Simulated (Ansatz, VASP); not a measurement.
**Two plane-wave programs on Mg**

```xyz
1
Lattice="2.9283 0.0000 0.0000 -1.4641 2.5360 0.0000 0.0000 0.0000 3.1666" Properties=species:S:1:pos:R:3 pbc="T T T"
Mg    0.0000    0.0000    0.0000
```

Change from the starting cell: strain -0.040 along x and y, +0.040 along z, atoms carried along.

Alike in both runs: task single point; functional PBE; k mesh 18 × 18 × 16; occupations gaussian, width 0.15 eV; no spin polarisation.

|  | VASP | Ansatz |
| --- | --- | --- |
| version | VASP 6.6.1 | Ansatz 0.2.0 |
| potentials or method | VASP PAW PBE potentials, release 64 (Mg), cutoff 520 eV | scalar-relativistic, plane waves, PAW |
| valence electrons in the cell | 2 | 10 |

Ansatz gave:

* gap on the k mesh at the Fermi level (eV): none
* pressure (GPa): 3.9
* traceless stress, the component that is largest in VASP (GPa): -4.95

Problem. Estimate VASP's values.

Solution. gap on the k mesh at the Fermi level (eV): none; pressure (GPa): 3.9; traceless stress, the component that is largest in VASP (GPa): -4.94.

A gap of «none» marks a metal or a gap that the smearing closes. With one functional, cell and mesh, what is left measures potentials, basis and numerics. VASP's potentials hold 2 valence electrons a cell and Ansatz's 10, so a difference there can come from the potentials and not from the codes.
